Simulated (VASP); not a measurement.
Here is a VASP 6.6.1 calculation.

The input INCAR:

```
PREC = Accurate
ENCUT = 600
EDIFF = 1E-6
ISMEAR = 0
SIGMA = 0.1
LREAL = False
LASPH = True
NELM = 100
ALGO = Normal
ISIF = 3
LWAVE = False
LCHARG = False
GGA = PE
IBRION = 2
NSW = 90
EDIFFG = -0.04
```

KPOINTS

```
Automatic mesh
0
Gamma
  6 6 4
```

File POSCAR:

```
BeAl2
1.0
    4.2274750500      0.0000000000      0.0000000000
   -2.1137375300      3.6611007900      0.0000000000
    0.0000000000      0.0000000000      5.1828844100
Be Al
2 4
Direct
    0.3333333300      0.6666666700      0.0000000000
    0.6666666700      0.3333333300      0.0000000000
    0.0000000000      0.0000000000      0.7500000000
    0.0000000000      0.0000000000      0.2500000000
    0.3333333300      0.6666666700      0.5000000000
    0.6666666700      0.3333333300      0.5000000000
```

Potentials or basis: VASP PAW PBE potentials, release 64 (Be, Al).

Command:

```bash
$ cat potpaw_PBE.64/Be/POTCAR potpaw_PBE.64/Al/POTCAR > POTCAR
$ mpirun -np 1 vasp_std > vasp.out
```

(1) What does it give for the relaxed cell?

(2) Predict the relaxed volume.

(3) What does it give for the space group after relaxing (to 0.05 Å)?

Results:

(1) a = 4.376 Å, b = 4.376 Å, c = 5.209 Å, α = 90.00°, β = 90.00°, γ = 120.00°.

(2) 14.40 Å³/atom.

(3) P6/mmm (No. 191).
